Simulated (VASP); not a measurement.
# SnSe (zincblende type) (F-43m) in VASP: a series of runs

SnSe (zincblende type) is run at these levels: PBE; tasks: single point, relaxation of cell and atoms.

All numbers are computed with VASP 6.6.1; they aren't measurements. Logs are shortened: lines on timing, memory, paths and dates and some standing lists are left out, and cuts for length are marked.

**1. The cell of the first run**

Symmetry: F-43m, No. 216, cubic system. Conventional cell: a = 6.014 Å, b = 6.014 Å, c = 6.014 Å, α = 90.00°, β = 90.00°, γ = 90.00°. Within 3.4 Å of Sn (site symmetry -43m) lie 4 Se at 2.60 Å. Se (site symmetry -43m) has 4 Sn at 2.60 Å within 3.4 Å.

**2. Single point, PBE**

INCAR

```
SYSTEM = SnSe
PREC     = Accurate       ! precision mode
ENCUT    = 520            ! plane-wave cutoff, eV
EDIFF    = 1E-6           ! SCF threshold, eV
ISMEAR   = -1             ! smearing method
SIGMA    = 0.08           ! smearing width, eV
LREAL    = .False.        ! projectors in reciprocal space
LASPH    = .True.         ! aspherical terms in the spheres
NELM     = 80             ! most SCF steps
ALGO     = Normal         ! electronic algorithm
ISIF     = 2              ! what is computed and relaxed
LWAVE    = .False.        ! write WAVECAR
LCHARG   = .False.        ! write CHGCAR
GGA      = PE             ! functional
NBANDS   = 17             ! bands
```

KPOINTS

```
regular mesh
0
Gamma
  12 12 12
  0 0 0
```

POSCAR

```
SnSe
1.0
    0.0000000000      3.0071439212      3.0071439212
    3.0071439212      0.0000000000      3.0071439212
    3.0071439212      3.0071439212      0.0000000000
Sn Se
1 1
Direct
    0.0000000000      0.0000000000      0.0000000000
    0.2500000000      0.2500000000      0.2500000000
```

Potentials or basis: VASP PAW PBE potentials, release 64 (Sn_d, Se).

Started as:

```sh
> cat potpaw_PBE.64/Sn_d/POTCAR potpaw_PBE.64/Se/POTCAR > POTCAR
> mpirun -np 1 vasp_std > vasp.out
```

OUTCAR:

```text
SYSTEM = SnSe
   PREC = Accurate
   ENCUT = 520
   EDIFF = 1E-6
   ISMEAR = -1
   LREAL = .False.
   LASPH = .True.
   NELM = 80
   ISIF = 2
   GGA = PE

 ion  position               nearest neighbor table
   1  0.000  0.000  0.000-   2 2.60   2 2.60   2 2.60   2 2.60
   2  0.250  0.250  0.250-   1 2.60   1 2.60   1 2.60   1 2.60

  LATTYP: Found a face centered cubic cell.
 ALAT       =     6.0142878424

  Lattice vectors:

 A1 = (   0.0000000000,   3.0071439212,   3.0071439212)
 A2 = (   3.0071439212,   0.0000000000,   3.0071439212)
 A3 = (   3.0071439212,   3.0071439212,   0.0000000000)

Analysis of symmetry for initial positions (statically):
=====================================================================
 Subroutine PRICEL returns:
 Original cell was already a primitive cell.

 Routine SETGRP: Setting up the symmetry group for a
 face centered cubic supercell.

 Subroutine GETGRP returns: Found 24 space group operations
 (whereof 24 operations were pure point group operations)
 out of a pool of 48 trial point group operations.

The static configuration has the point symmetry T_d .

Analysis of symmetry for dynamics (positions and initial velocities):
=====================================================================
 Subroutine PRICEL returns:
 Original cell was already a primitive cell.

 Routine SETGRP: Setting up the symmetry group for a
 face centered cubic supercell.

 Subroutine GETGRP returns: Found 24 space group operations
 (whereof 24 operations were pure point group operations)
 out of a pool of 48 trial point group operations.

The dynamic configuration has the point symmetry T_d .

 Subroutine INISYM returns: Found 24 space group operations
 (whereof 24 operations are pure point group operations),
 and found     1 'primitive' translations

----------------------------------------------------------------------------------------

                                     Primitive cell

  volume of cell :      54.3867

  direct lattice vectors                    reciprocal lattice vectors
     0.000000000  3.007143921  3.007143921    -0.166270725  0.166270725  0.166270725
     3.007143921  0.000000000  3.007143921     0.166270725 -0.166270725  0.166270725
     3.007143921  3.007143921  0.000000000     0.166270725  0.166270725 -0.166270725

  length of vectors
     4.252743717  4.252743717  4.252743717     0.287989344  0.287989344  0.287989344

  position of ions in fractional coordinates (direct lattice)
     0.000000000  0.000000000  0.000000000
     0.250000000  0.250000000  0.250000000

  ion indices of the primitive-cell ions
   primitive index   ion index
                 1           1
                 2           2

----------------------------------------------------------------------------------------

 KPOINTS: regular mesh

Automatic generation of k-mesh.
 Grid dimensions read from file:
 generate k-points for:   12   12   12

 Generating k-lattice:

  Cartesian coordinates                     Fractional coordinates (reciprocal lattice)
    -0.013855894  0.013855894  0.013855894     0.083333333  0.000000000  0.000000000
     0.013855894 -0.013855894  0.013855894     0.000000000  0.083333333  0.000000000
     0.013855894  0.013855894 -0.013855894     0.000000000  0.000000000  0.083333333

  Length of vectors
     0.023999112  0.023999112  0.023999112

  Shift w.r.t. Gamma in fractional coordinates (k-lattice)
     0.000000000  0.000000000  0.000000000

 Subroutine IBZKPT returns following result:
 ===========================================

 Found     72 irreducible k-points:

 Following reciprocal coordinates:
            Coordinates               Weight
  0.000000  0.000000  0.000000      1.000000
  0.083333  0.000000  0.000000      8.000000
  0.166667  0.000000  0.000000      8.000000
  0.250000  0.000000  0.000000      8.000000
  0.333333  0.000000  0.000000      8.000000
  0.416667  0.000000  0.000000      8.000000
[... 16 lines left out ...]
  0.500000  0.166667  0.000000     24.000000
 -0.416667  0.166667  0.000000     24.000000
 [... further k-points ...]
   k-points           NKPTS =     72   k-points in BZ     NKDIM =     72   number of bands    NBANDS=     17
   number of dos      NEDOS =    301   number of ions     NIONS =      2
   total plane-waves  NPLWV =  32768
   dimension x,y,z NGX =    32 NGY =   32 NGZ =   32
   dimension x,y,z NGXF=    64 NGYF=   64 NGZF=   64
   ions per type =               1   1
   NGX,Y,Z   is equivalent  to a cutoff of  12.51, 12.51, 12.51 a.u.
   NGXF,Y,Z  is equivalent  to a cutoff of  25.02, 25.02, 25.02 a.u.
 SYSTEM =  SnSe
   PREC   = accura    normal or accurate (medium, high low for compatibility)
   ISTART =      0    job   : 0-new  1-cont  2-samecut
   ICHARG =      2    charge: 1-file 2-atom 10-const
   ISPIN  =      1    spin polarized calculation?
   LNONCOLLINEAR =      F non collinear calculations
   LSORBIT =      F    spin-orbit coupling
   LASPH  =      T    aspherical Exc in radial PAW
   ENCUT  =  520.0 eV  38.22 Ry    6.18 a.u.   7.91  7.91  7.91*2*pi/ulx,y,z
   NELM   =     80;   NELMIN=  2; NELMDL= -5     # of ELM steps
   EDIFF  = 0.1E-05   stopping-criterion for ELM
   LREAL  =      F    real-space projection
   EDIFFG = 0.1E-04   stopping-criterion for IOM
   NSW    =      0    number of steps for IOM
   IBRION =     -1    ionic relax: 0-MD 1-quasi-New 2-CG
   NFREE  =      0    steps in history (QN), initial steepest desc. (CG)
   ISIF   =      2    stress and relaxation
   ISYM   =      2    0-nonsym 1-usesym 2-fastsym
   POTIM  = 0.5000    time-step for ionic-motion
   TEBEG  =    0.0;   TEEND  =   0.0 temperature during run
   PSTRESS=    0.0 pullay stress
   NELECT =      20.0000    total number of electrons
   NUPDOWN=      -1.0000    fix difference up-down
   EMIN   =  10.00;   EMAX   =-10.00  energy-range for DOS
   EFERMI =   0.00;   METHOD = LEGACY
   ISMEAR =    -1;   SIGMA  =   0.08  broadening in eV -4-tet -1-fermi 0-gaus
   EFERMI_NEDOS =   21; number of points for ismear=-14 and -15
   IALGO  =     38    algorithm
   IMIX   =      4    mixing-type and parameters
     AMIX     =   0.40;   BMIX     =  1.00
     AMIX_MAG =   1.60;   BMIX_MAG =  1.00
  volume/ion in A,a.u.               =      27.19       183.51
  Fermi-wavevector in a.u.,A,eV,Ry     =   1.172881  2.216424 18.716852  1.375650
  Thomas-Fermi vector in A             =   2.309303
   LORBIT       =      0    0 simple, 1 ext, 2 COOP (PROOUT), +10 PAW based schemes
   GGA     = PE    functional components
   LHFCALC =     F    Hartree Fock is set to
   AEXX    =    0.0000 exact exchange contribution
   IVDW    =     0    specifies the selected vdW correction
   LEPSILON=     F    determine dielectric tensor
   LRPA    =     F    only Hartree local field effects (RPA)
 non-spin polarized calculation
  energy-cutoff  :      520.00
  volume of cell :       54.39
 maximum number of plane-waves:      1484
   NGX = 15   NGY = 15   NGZ = 15

 number of electron      20.0000006 magnetization

 Free energy of the ion-electron system (eV)
  ---------------------------------------------------
  ext. energy  EPLUGINS =         0.00000000
  ---------------------------------------------------
  free energy    TOTEN  =        -6.64408261 eV

  energy without entropy =       -6.63084747  energy(sigma->0) =       -6.63746504

 E-fermi :   6.3114     XC(G=0):  -9.3977

 val. band max:        6.2967581595   @ k =  -0.4167   0.3333   0.1667
 cond. band min:       6.3213696919   @ k =  -0.3333   0.3333   0.1667
 fundamental gap:      0.0246115325
 Fermi energy:         6.3114108101

 k-point     1 :       0.0000    0.0000    0.0000
  band No.  band energies     occupation
      1     -15.7900      2.00000
      2     -15.7900      2.00000
      3     -15.7900      2.00000
      4     -15.7250      2.00000
      5     -15.7250      2.00000
      6      -9.3131      2.00000
[... 9 lines left out ...]
     16      13.8278      0.00000
     17      15.0667      0.00000

 k-point     2 :       0.0833    0.0000    0.0000
  band No.  band energies     occupation
      1     -15.7917      2.00000
      2     -15.7889      2.00000
      3     -15.7889      2.00000
      4     -15.7250      2.00000
      5     -15.7250      2.00000
      6      -9.2597      2.00000
[... 9 lines left out ...]
     16      13.3910      0.00000
     17      14.7323      0.00000

 k-point     3 :       0.1667    0.0000    0.0000
  band No.  band energies     occupation
      1     -15.7964      2.00000
      2     -15.7861      2.00000
      3     -15.7861      2.00000
      4     -15.7249      2.00000
      5     -15.7249      2.00000
      6      -9.1062      2.00000
[... 9 lines left out ...]
     16      12.9257      0.00000
     17      14.4422      0.00000

 k-point     4 :       0.2500    0.0000    0.0000
  band No.  band energies     occupation
      1     -15.8028      2.00000
      2     -15.7826      2.00000
      3     -15.7826      2.00000
      4     -15.7244      2.00000
      5     -15.7244      2.00000
      6      -8.8753      2.00000
[... 9 lines left out ...]
     16      12.8511      0.00000
     17      15.2632      0.00000
[... 343 lines left out ...]
      1     -15.8180      2.00000
      2     -15.7748      2.00000
      3     -15.7727      2.00000
      4     -15.7277      2.00000
      5     -15.7205      2.00000
      6      -8.3893      2.00000
[... 9 lines left out ...]
     16      14.8684      0.00000
     17      15.9463      0.00000

 k-point    23 :       0.5000    0.1667    0.0000
  band No.  band energies     occupation
      1     -15.8197      2.00000
      2     -15.7742      2.00000
      3     -15.7718      2.00000
      4     -15.7262      2.00000
      5     -15.7211      2.00000
      6      -8.2204      2.00000
[... 9 lines left out ...]
     16      14.8847      0.00000
     17      15.3173      0.00000

 k-point    24 :      -0.4167    0.1667    0.0000
  band No.  band energies     occupation
      1     -15.8191      2.00000
      2     -15.7743      2.00000
      3     -15.7725      2.00000
      4     -15.7246      2.00000
      5     -15.7225      2.00000
      6      -8.1960      2.00000
[... 9 lines left out ...]
     16      14.3785      0.00000
     17      15.9338      0.00000

 [... further k-points ...]

------------------------ aborting loop because EDIFF is reached ----------------------------------------

  FORCE on cell =-STRESS in cart. coord.  units (eV):
  Direction    XX          YY          ZZ          XY          YZ          ZX
  --------------------------------------------------------------------------------------
  -------------------------------------------------------------------------------------
  Total        6.8035271      6.8035271      6.8035271     -0.0000000     -0.0000000     -0.0000000
  in kB      200.4250795    200.4250795    200.4250795     -0.0000000     -0.0000000     -0.0000000
  external PRESSURE =     200.4250795 kB  Pullay stress =       0.0000000 kB

 VOLUME and BASIS-vectors are now :
 -----------------------------------------------------------------------------
  energy-cutoff  :      520.00
  volume of cell :       54.39
      direct lattice vectors                 reciprocal lattice vectors
     0.000000000  3.007143921  3.007143921    -0.166270725  0.166270725  0.166270725
     3.007143921  0.000000000  3.007143921     0.166270725 -0.166270725  0.166270725
     3.007143921  3.007143921  0.000000000     0.166270725  0.166270725 -0.166270725

 POSITION                                       TOTAL-FORCE (eV/Angst)
 -----------------------------------------------------------------------------------
      0.00000      0.00000      0.00000        -0.000000     -0.000000     -0.000000
      1.50357      1.50357      1.50357         0.000000      0.000000      0.000000
 -----------------------------------------------------------------------------------
    total drift:                               -0.000000     -0.000000     -0.000000

  FREE ENERGIE OF THE ION-ELECTRON SYSTEM (eV)
  ---------------------------------------------------
  free  energy   TOTEN  =        -6.6440826099 eV

  energy  without entropy=       -6.6308474662  energy(sigma->0) =       -6.63746504
```

Run time: 29 s. Hardware: 1 thread of AMD EPYC 9R45 (Zen 5), shared host; peak memory 0.19 GiB.

Results:

```
Free energy            : -6.6441 eV
Pressure               : 20.0 GPa
Band gap on the k mesh : zero (band 10 reaches 6.99 eV, above the bottom of band 11 at 5.53 eV)
```

Caveat: spin-orbit coupling is left out, which moves the levels of the heavy elements.

(Part 1 of 2 ends here.)
